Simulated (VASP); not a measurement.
# Rh3I (Pm-3m) in VASP: a series of runs

Rh3I is run at these levels: PBE; tasks: single point, relaxation of cell and atoms.

Program: VASP 6.6.1. These are calculated values, not measurements. Logs are shortened: lines on timing, memory, paths and dates and some standing lists are left out, and cuts for length are marked.

## Step 1: The cell of the first run

It takes space group Pm-3m (No. 221, cubic). Conventional cell: a = 4.023 Å, b = 4.023 Å, c = 4.023 Å, α = 90.00°, β = 90.00°, γ = 90.00°. Rh (site symmetry 4/mmm) has 8 Rh at 2.84 Å and 4 I at 2.84 Å within 3.7 Å. I (site symmetry m-3m) has 12 Rh at 2.84 Å within 3.7 Å.

## Step 2: Single point, PBE, collinear spin, ferromagnetic start

INCAR

```
PREC = Accurate
ENCUT = 520
EDIFF = 1E-6
ISMEAR = 0
SIGMA = 0.1
LREAL = F
LASPH = T
NELM = 150
ALGO = Normal
ISIF = 2
LWAVE = F
LCHARG = T
ISPIN = 2
MAGMOM = 0.67 0.67 0.67 0
LORBIT = 11
LMAXMIX = 4
GGA = PE
LELF = T
LVHAR = T
NBANDS = 38
```

KPOINTS

```
Automatic mesh
0
Gamma
  4 4 4
```

POSCAR

```
Rh3I
1.0
    4.0231592800      0.0000000000      0.0000000000
    0.0000000000      4.0231592800      0.0000000000
    0.0000000000      0.0000000000      4.0231592800
Rh I
3 1
Direct
    0.0000000000      0.5000000000      0.5000000000
    0.5000000000      0.0000000000      0.5000000000
    0.5000000000      0.5000000000      0.0000000000
    0.0000000000      0.0000000000      0.0000000000
```

Potentials or basis: VASP PAW PBE potentials, release 64 (Rh_pv, I).

Run with:

```sh
cat potpaw_PBE.64/Rh_pv/POTCAR potpaw_PBE.64/I/POTCAR > POTCAR
mpirun -np 1 vasp_std > vasp.out
```

OUTCAR:

```text
PREC = Accurate
   ENCUT = 520
   EDIFF = 1E-6
   ISMEAR = 0
   LREAL = F
   LASPH = T
   NELM = 150
   ISIF = 2
   ISPIN = 2
   LORBIT = 11
   GGA = PE

 ion  position               nearest neighbor table
   1  0.000  0.500  0.500-   2 2.84   3 2.84   4 2.84   3 2.84   4 2.84   2 2.84   4 2.84   4 2.84
                             2 2.84   3 2.84   3 2.84   2 2.84
   2  0.500  0.000  0.500-   1 2.84   3 2.84   4 2.84   3 2.84   4 2.84   1 2.84   3 2.84   3 2.84
                             1 2.84   4 2.84   4 2.84   1 2.84
   3  0.500  0.500  0.000-   1 2.84   2 2.84   4 2.84   1 2.84   2 2.84   2 2.84   4 2.84   2 2.84
                             1 2.84   4 2.84   1 2.84   4 2.84
   4  0.000  0.000  0.000-   1 2.84   2 2.84   3 2.84   1 2.84   2 2.84   1 2.84   3 2.84   1 2.84
                             2 2.84   3 2.84   2 2.84   3 2.84

  LATTYP: Found a simple cubic cell.
 ALAT       =     4.0231592800

  Lattice vectors:

 A1 = (   4.0231592800,   0.0000000000,   0.0000000000)
 A2 = (   0.0000000000,   4.0231592800,   0.0000000000)
 A3 = (   0.0000000000,   0.0000000000,   4.0231592800)

Analysis of symmetry for initial positions (statically):
=====================================================================
 Subroutine PRICEL returns:
 Original cell was already a primitive cell.

 Routine SETGRP: Setting up the symmetry group for a
 simple cubic supercell.

 Subroutine GETGRP returns: Found 48 space group operations
 (whereof 48 operations were pure point group operations)
 out of a pool of 48 trial point group operations.

The static configuration has the point symmetry O_h .

Analysis of symmetry for dynamics (positions and initial velocities):
=====================================================================
 Subroutine PRICEL returns:
 Original cell was already a primitive cell.

 Routine SETGRP: Setting up the symmetry group for a
 simple cubic supercell.

 Subroutine GETGRP returns: Found 48 space group operations
 (whereof 48 operations were pure point group operations)
 out of a pool of 48 trial point group operations.

The dynamic configuration has the point symmetry O_h .

Analysis of structural, dynamic, and magnetic symmetry:
=====================================================================
 Subroutine PRICEL returns:
 Original cell was already a primitive cell.

 Routine SETGRP: Setting up the symmetry group for a
 simple cubic supercell.

 Subroutine GETGRP returns: Found 48 space group operations
[... 119 lines left out ...]
   AEXX    =    0.0000 exact exchange contribution
   IVDW    =     0    specifies the selected vdW correction
   LEPSILON=     F    determine dielectric tensor
   LRPA    =     F    only Hartree local field effects (RPA)
 spin polarized calculation
 Gauss-broadening in eV      SIGMA  =   0.10
  energy-cutoff  :      520.00
  volume of cell :       65.12
 maximum number of plane-waves:      1763
 NGX is ok and might be reduce to    30
   NGX = 15   NGY = 15   NGZ = 15

 number of electron      52.0000006 magnetization       0.7047264

 Free energy of the ion-electron system (eV)
  ---------------------------------------------------
  ext. energy  EPLUGINS =         0.00000000
  ---------------------------------------------------
  free energy    TOTEN  =       -20.99712366 eV

  energy without entropy =      -20.95919719  energy(sigma->0) =      -20.97816043

 E-fermi :  11.7763     XC(G=0): -12.9222

 val. band max:       11.7023593452   @ k =   0.5000   0.2500   0.2500
 cond. band min:      11.7897924294   @ k =   0.5000   0.2500   0.2500
 fundamental gap:      0.0874330843
 Fermi energy:        11.7762657554

 spin component 1

 k-point     1 :       0.0000    0.0000    0.0000
  band No.  band energies     occupation
      1     -34.6371      1.00000
      2     -34.6371      1.00000
      3     -34.6371      1.00000
      4     -34.4814      1.00000
      5     -34.4814      1.00000
      6     -34.4814      1.00000
[... 399 lines left out ...]
     37      24.7065      0.00000
     38      25.0924      0.00000
 Fermi energy:        11.7762657554

 spin component 2

 k-point     1 :       0.0000    0.0000    0.0000
  band No.  band energies     occupation
      1     -34.4613      1.00000
      2     -34.4613      1.00000
      3     -34.4613      1.00000
      4     -34.3197      1.00000
      5     -34.3197      1.00000
      6     -34.3197      1.00000
[... 399 lines left out ...]
     37      24.7524      0.00000
     38      25.1199      0.00000

------------------------ aborting loop because EDIFF is reached ----------------------------------------

  FORCE on cell =-STRESS in cart. coord.  units (eV):
  Direction    XX          YY          ZZ          XY          YZ          ZX
  --------------------------------------------------------------------------------------
  -------------------------------------------------------------------------------------
  Total       -0.0661947     -0.0661947     -0.0661947     -0.0000000     -0.0000000      0.0000000
  in kB       -1.6286667     -1.6286667     -1.6286667     -0.0000000     -0.0000000      0.0000000
  external PRESSURE =      -1.6286667 kB  Pullay stress =       0.0000000 kB

 VOLUME and BASIS-vectors are now :
 -----------------------------------------------------------------------------
  energy-cutoff  :      520.00
  volume of cell :       65.12
      direct lattice vectors                 reciprocal lattice vectors
     4.023159280  0.000000000  0.000000000     0.248560877  0.000000000  0.000000000
     0.000000000  4.023159280  0.000000000     0.000000000  0.248560877  0.000000000
     0.000000000  0.000000000  4.023159280     0.000000000  0.000000000  0.248560877

 POSITION                                       TOTAL-FORCE (eV/Angst)
 -----------------------------------------------------------------------------------
      0.00000      2.01158      2.01158         0.000000      0.000000      0.000000
      2.01158      0.00000      2.01158         0.000000      0.000000      0.000000
      2.01158      2.01158      0.00000         0.000000      0.000000      0.000000
      0.00000      0.00000      0.00000         0.000000      0.000000      0.000000
 -----------------------------------------------------------------------------------
    total drift:                                0.000000      0.000000     -0.000000

  FREE ENERGIE OF THE ION-ELECTRON SYSTEM (eV)
  ---------------------------------------------------
  free  energy   TOTEN  =       -20.9971236605 eV

  energy  without entropy=      -20.9591971902  energy(sigma->0) =      -20.97816043

 total charge

# of ion       s       p       d       tot
------------------------------------------
    1        0.306   6.201   7.249  13.755
    2        0.306   6.201   7.249  13.755
    3        0.306   6.201   7.249  13.755
    4        1.547   2.369   0.237   4.152
--------------------------------------------------
tot          2.464  20.971  21.983  45.418

 magnetization (x)

# of ion       s       p       d       tot
------------------------------------------
    1       -0.000   0.000   0.217   0.217
    2       -0.000   0.000   0.217   0.217
    3       -0.000   0.000   0.217   0.217
    4        0.003   0.044  -0.003   0.044
--------------------------------------------------
tot          0.003   0.045   0.647   0.695
```

OSZICAR:

```text
N       E                     dE             d eps       ncg     rms          rms(c)
DAV:   1     0.598978420864E+03    0.59898E+03   -0.29745E+04  1544   0.145E+03
DAV:   2    -0.160897385336E+01   -0.60059E+03   -0.57990E+03  1624   0.459E+02
DAV:   3    -0.216063396403E+02   -0.19997E+02   -0.19606E+02  1718   0.892E+01
DAV:   4    -0.218236406076E+02   -0.21730E+00   -0.21709E+00  1708   0.948E+00
DAV:   5    -0.218277487823E+02   -0.41082E-02   -0.41080E-02  1740   0.132E+00    0.209E+01
DAV:   6    -0.210956121370E+02    0.73214E+00   -0.90968E-01  1610   0.577E+00    0.123E+01
DAV:   7    -0.209941204921E+02    0.10149E+00   -0.43009E-01  1680   0.325E+00    0.845E+00
DAV:   8    -0.210028479206E+02   -0.87274E-02   -0.18642E-02  1710   0.751E-01    0.468E+00
DAV:   9    -0.209969179524E+02    0.59300E-02   -0.16208E-02  1604   0.811E-01    0.103E+00
DAV:  10    -0.209970456857E+02   -0.12773E-03   -0.39571E-03  1724   0.398E-01    0.280E-01
DAV:  11    -0.209971226716E+02   -0.76986E-04   -0.22503E-04  1696   0.109E-01    0.156E-01
DAV:  12    -0.209971236816E+02   -0.10100E-05   -0.93207E-06  1768   0.188E-02    0.472E-02
DAV:  13    -0.209971236605E+02    0.21123E-07   -0.11814E-06  1072   0.662E-03
   1 F= -.20997124E+02 E0= -.20978160E+02  d E =-.379265E-01  mag=     0.7009
```

stdout:

```text
POSCAR found type information on POSCAR RhI
 POSCAR found :  2 types and       4 ions
 scaLAPACK will be used
 LDA part: xc-table for (Slater+PW92), standard interpolation
 POSCAR, INCAR and KPOINTS ok, starting setup
 FFT: planning ... GRIDC
 FFT: planning ... GRID_SOFT
 FFT: planning ... GRID
 WAVECAR not read
 entering main loop
```

Run time: 44 s. Hardware: 1 thread of Intel Xeon Platinum 8259CL at 2.50GHz (Skylake/Cascade Lake), shared host; peak memory 0.2 GiB.

Results:

```
Free energy                                           : -20.9971 eV
Pressure                                              : -0.2 GPa
Net moment                                            : 0.70 μB per cell
Site moments                                          : Rh +0.22; I +0.04 μB
Valence electrons inside the program's atomic spheres : Rh 13.76; I 4.15
```

Caveat: the k points lie up to 0.39 Å⁻¹ apart; spin-orbit coupling is left out, which moves the levels of the heavy elements.

## Step 3: Relaxation of cell and atoms, PBE, collinear spin, ferromagnetic start

This run uses another cell than the first one, of 19.79 Å³/atom.

INCAR

```
  PREC = Accurate
  ENCUT = 600
  EDIFF = 1E-6
  ISMEAR = 0
  SIGMA = 0.1
  LREAL = False
  LASPH = True
  NELM = 150
  ALGO = Normal
  ISIF = 3
  LWAVE = False
  LCHARG = False
  ISPIN = 2
  MAGMOM = 0.67 0.67 0.67 0
  LORBIT = 11
  LMAXMIX = 4
  GGA = PE
  IBRION = 2
  NSW = 90
  EDIFFG = -0.04
```

KPOINTS is that of step 2.

POSCAR

```
Rh3I
1.0
    4.2938053397      0.0000000000      0.0000000000
    0.0000000000      4.2938053397      0.0000000000
    0.0000000000      0.0000000000      4.2938053397
Rh I
3 1
Direct
    0.0000000000      0.5000000000      0.5000000000
    0.5000000000      0.0000000000      0.5000000000
    0.5000000000      0.5000000000      0.0000000000
    0.0000000000      0.0000000000      0.0000000000
```

Potentials or basis: VASP PAW PBE potentials, release 64 (Rh_pv, I).

Run with:

```sh
cat potpaw_PBE.64/Rh_pv/POTCAR potpaw_PBE.64/I/POTCAR > POTCAR
mpirun -np 1 vasp_std > vasp.out
```

OUTCAR:

```text
PREC = Accurate
   ENCUT = 600
   EDIFF = 1E-6
   ISMEAR = 0
   LREAL = False
   LASPH = True
   NELM = 150
   ISIF = 3
   ISPIN = 2
   LORBIT = 11
   GGA = PE
   IBRION = 2
   NSW = 90
   EDIFFG = -0.04

 ion  position               nearest neighbor table
   1  0.000  0.500  0.500-   2 3.04   3 3.04   4 3.04   3 3.04   4 3.04   2 3.04   4 3.04   4 3.04
                             2 3.04   3 3.04   3 3.04   2 3.04
   2  0.500  0.000  0.500-   1 3.04   3 3.04   4 3.04   3 3.04   4 3.04   1 3.04   3 3.04   3 3.04
                             1 3.04   4 3.04   4 3.04   1 3.04
   3  0.500  0.500  0.000-   1 3.04   2 3.04   4 3.04   1 3.04   2 3.04   2 3.04   4 3.04   2 3.04
                             1 3.04   4 3.04   1 3.04   4 3.04
   4  0.000  0.000  0.000-   1 3.04   2 3.04   3 3.04   1 3.04   2 3.04   1 3.04   3 3.04   1 3.04
                             2 3.04   3 3.04   2 3.04   3 3.04

  LATTYP: Found a simple cubic cell.
 ALAT       =     4.2938053397

[... 1017 lines left out ...]
  free energy    TOTEN  =       -21.00379534 eV

  energy without entropy =      -20.96007131  energy(sigma->0) =      -20.98193333

 E-fermi :  11.7708     XC(G=0): -12.9194

 val. band max:       11.7613446581   @ k =   0.2500   0.2500   0.2500
 cond. band min:      11.7960359434   @ k =   0.2500   0.2500   0.0000
 fundamental gap:      0.0346912853
 Fermi energy:        11.7708351805

 spin component 1

 k-point     1 :       0.0000    0.0000    0.0000
  band No.  band energies     occupation
      1     -34.5656      1.00000
      2     -34.5656      1.00000
      3     -34.5656      1.00000
      4     -34.4195      1.00000
      5     -34.4195      1.00000
      6     -34.4195      1.00000
[... 723 lines left out ...]
  FREE ENERGIE OF THE ION-ELECTRON SYSTEM (eV)
  ---------------------------------------------------
  free  energy   TOTEN  =       -21.0037953372 eV

  energy  without entropy=      -20.9600713138  energy(sigma->0) =      -20.98193333

 reached required accuracy - stopping structural energy minimisation

 total charge

# of ion       s       p       d       tot
------------------------------------------
    1        0.306   6.201   7.248  13.754
    2        0.306   6.201   7.248  13.754
    3        0.306   6.201   7.248  13.754
    4        1.547   2.371   0.236   4.153
--------------------------------------------------
tot          2.463  20.974  21.980  45.417

 magnetization (x)

# of ion       s       p       d       tot
------------------------------------------
    1        0.000  -0.000  -0.001  -0.001
    2        0.000  -0.000  -0.001  -0.001
    3        0.000  -0.000  -0.001  -0.001
    4       -0.000  -0.000   0.000  -0.000
--------------------------------------------------
tot         -0.000  -0.000  -0.002  -0.002
```

CONTCAR:

```text
Rh3I
   1.00000000000000
     4.0238938951773955   -0.0000000000000000   -0.0000000000000000
     0.0000000000000000    4.0238938951773955   -0.0000000000000000
     0.0000000000000000    0.0000000000000000    4.0238938951773955
  Rh              I
     3     1
Direct
     0.0000000000000000    0.5000000000000000    0.5000000000000000
     0.5000000000000000    0.0000000000000000    0.5000000000000000
     0.5000000000000000    0.5000000000000000    0.0000000000000000
     0.0000000000000000    0.0000000000000000    0.0000000000000000

  0.00000000E+00  0.00000000E+00  0.00000000E+00
  0.00000000E+00  0.00000000E+00  0.00000000E+00
  0.00000000E+00  0.00000000E+00  0.00000000E+00
  0.00000000E+00  0.00000000E+00  0.00000000E+00
```

It took 3 min on 1 thread of Intel Xeon Platinum 8259CL at 2.50GHz (Skylake/Cascade Lake), shared host; peak memory 0.27 GiB.

Results:

```yaml
Free_energy: -21.0038 eV
Relaxed_volume: 16.29 Å³/atom
Relaxed_cell: a = 4.024 Å, b = 4.024 Å, c = 4.024 Å, α = 90.00°, β = 90.00°, γ = 90.00°
Space_group_after_relaxing_to_0.1_Å: Pm-3m (No. 221)
Energy_gained_by_relaxing: 252.6 meV/atom
Ionic_steps: 4
Pressure_after_relaxing: -0.3 GPa
Band_gap_on_the_k_mesh: zero (filled and empty bands overlap)
Net_moment: 0.00 μB per cell
Valence_electrons_inside_the_program's_atomic_spheres: Rh 13.75; I 4.15
```

The path:
| step | energy change (eV) | largest force (eV/Å) | pressure (GPa) | volume (Å³) |
| --- | --- | --- | --- | --- |
| 1 | 0.0000 | 0.0000 | -18.62 | 79.16 |
| 2 | -0.0165 | 0.0000 | 39.64 | 55.63 |
| 3 | -1.0088 | 0.0000 | -1.19 | 65.51 |
| 4 | -1.0105 | 0.0000 | -0.31 | 65.15 |

Final structure:
```
Rh I
1.0
     4.02389    0.00000    0.00000
     0.00000    4.02389    0.00000
     0.00000    0.00000    4.02389
Rh I
3 1
Direct
  0.00000 0.50000 0.50000
  0.50000 0.00000 0.50000
  0.50000 0.50000 0.00000
  0.00000 0.00000 0.00000
```

Levels at points of the mesh, in eV from the Fermi level:
Spin up:
```tsv
k point	band 22	band 23	band 24	band 25	band 26	band 27	band 28	band 29	band 30	band 31
(0.00, 0.00, 0.00)	-1.87	-0.88	-0.49	-0.49	0.17	0.64	0.64	0.64	6.54	6.54
(0.50, 0.00, 0.00)	-1.69	-1.65	-1.34	-0.38	0.24	0.57	0.57	0.64	4.65	4.79
(0.50, 0.50, 0.00)	-1.75	-1.73	-1.63	-1.27	-0.99	0.59	0.59	1.93	2.54	6.63
(0.50, 0.50, 0.50)	-1.78	-1.71	-1.41	-1.41	0.27	0.27	0.27	0.39	4.58	4.58
```
Spin down:
```csv
k point,band 24,band 25,band 26,band 27,band 28,band 29
"(0.00, 0.00, 0.00)",-0.49,-0.49,0.17,0.64,0.64,0.64
"(0.50, 0.00, 0.00)",-1.34,-0.38,0.24,0.57,0.57,0.64
"(0.50, 0.50, 0.00)",-1.63,-1.27,-1.00,0.59,0.59,1.93
"(0.50, 0.50, 0.50)",-1.41,-1.41,0.27,0.27,0.27,0.39
```

Caveat: the k points lie up to 0.39 Å⁻¹ apart in the final cell; the volume moved by over 15 % at a fixed basis, so the end points are rough; spin-orbit coupling is left out, which moves the levels of the heavy elements.
